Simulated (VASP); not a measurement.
Mg3CdSe4:

```
CELL_PARAMETERS angstrom
5.81240 0.00000 0.00000
0.00000 5.81240 0.00000
0.00000 0.00000 5.81240
ATOMIC_POSITIONS crystal
Mg 0.00000 0.00000 0.50000
Mg 0.00000 0.50000 0.00000
Mg 0.50000 0.00000 0.00000
Cd 0.50000 0.50000 0.50000
Se 0.75633 0.75633 0.24367
Se 0.75633 0.24367 0.75633
Se 0.24367 0.75633 0.75633
Se 0.24367 0.24367 0.24367
```

The cell was built from a structure type or drawn by symmetry, and may not be a known phase.

* Program: VASP 6.6.1
* Task: relaxation of cell and atoms
* Functional: PBE
* Potentials or basis: VASP PAW PBE potentials, release 64 (Mg, Cd, Se)
* Cutoff: 600 eV
* k mesh: 2 × 2 × 2
* Occupations: gaussian, width 0.15 eV
* Spin: no spin polarisation

At the start: pressure 6.9 GPa; volume 24.55 Å³/atom.

Task: How do energy, volume and symmetry change on relaxing?

Result: Over 3 steps the energy falls by 60.5 meV/atom and the volume is 27.63 Å³/atom (+12.6 %); space group P-43m (No. 215, to 0.1 Å) before and after.

Step by step:
```csv
step,energy change (eV),largest force (eV/Å),pressure (GPa),volume (Å³)
1,0.0000,0.0844,6.94,196.37
2,-0.4548,0.0714,-1.31,228.15
3,-0.4843,0.0494,0.04,221.02
```

Final structure:
```
Mg Cd Se
1.0
     6.04612    0.00000    0.00000
     0.00000    6.04612    0.00000
     0.00000    0.00000    6.04612
Mg Cd Se
3 1 4
Cartesian
  0.0000 0.0000 3.0231
  0.0000 3.0231 0.0000
  3.0231 0.0000 0.0000
  3.0231 3.0231 3.0231
  4.5748 4.5748 1.4713
  4.5748 1.4713 4.5748
  1.4713 4.5748 4.5748
  1.4713 1.4713 1.4713
```

Caveat: the k points lie up to 0.52 Å⁻¹ apart in the final cell; the relaxation stopped at a loose force limit of 0.08 eV/Å, so its end isn't a converged minimum.
